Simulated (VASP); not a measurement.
Runs of VASP 6.6.1 on Co. Symmetry: P6_3/mmc, No. 194, hexagonal system. The conventional cell has a = 2.536 Å, b = 2.536 Å, c = 4.136 Å, α = 90.00°, β = 90.00°, γ = 120.00°. Within 3.3 Å of Co (site symmetry -6m2) lie 12 Co at 2.53 to 2.54 Å. 

| spin | gap on the mesh (eV) | pressure (GPa) | moment (μB) |
| --- | --- | --- | --- |
| collinear, antiferromagnetic start | none | (a) | 0.00 |
| collinear, ferromagnetic start | none | -20.0 | 3.31 |
| off | none | -29.5 | - |
| collinear | none | -20.0 | 3.31 |

Alike in all rows: task single point; level PBEsol; potentials or basis VASP PAW PBE potentials, release 64 (Co); cell as given; k mesh 14 × 14 × 8; cutoff (eV) 520; smearing fermi-dirac 0.1 eV.

Estimate the missing entries.

(a) -24.2.

Caveats: the PAW data sets were made with another functional, which shifts forces and pressure a little.

A gap of «none» marks levels without a gap at the run's occupations.
